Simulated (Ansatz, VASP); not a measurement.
Two plane-wave programs on ZnS

```
Zn S
1.0
     5.38903    0.00000    0.00000
     0.00000   -5.38903    0.00000
     0.00000    0.00000   -5.38903
Zn S
4 4
Direct
  0.02460 0.02460 0.00000
  0.50000 0.50000 0.00000
  0.50000 0.00000 0.50000
  0.00000 0.50000 0.50000
  0.75000 0.75000 0.75000
  0.25000 0.25000 0.75000
  0.25000 0.75000 0.25000
  0.75000 0.25000 0.25000
```

Alike in both runs: task single point; functional r2SCAN; k mesh 4 × 4 × 4; occupations gaussian, width 0.05 eV; no spin polarisation.

```csv
,VASP,Ansatz
version,VASP 6.6.1,Ansatz 0.2.0
potentials or method,"VASP PAW PBE potentials, release 64 (Zn, S), cutoff 520 eV","scalar-relativistic, plane waves, PAW"
valence electrons in the cell,72,72
```

```tsv
	VASP	Ansatz	Ansatz less VASP
gap on the k mesh at the Fermi level (eV)	2.65	2.65	-0.009
least direct gap on the mesh (eV)	2.65	2.65	-0.009
pressure (GPa)	0.4	0.3	-0.09
traceless stress, the component that is largest in VASP (GPa)	-0.84	-0.83	+0.010
rms of the force components (eV/Å)	0.378	0.373	-0.0049
```

VASP's potentials were made for PBE, not for r2SCAN. Atom by atom the forces differ by 0.005 eV/Å (rms over components).
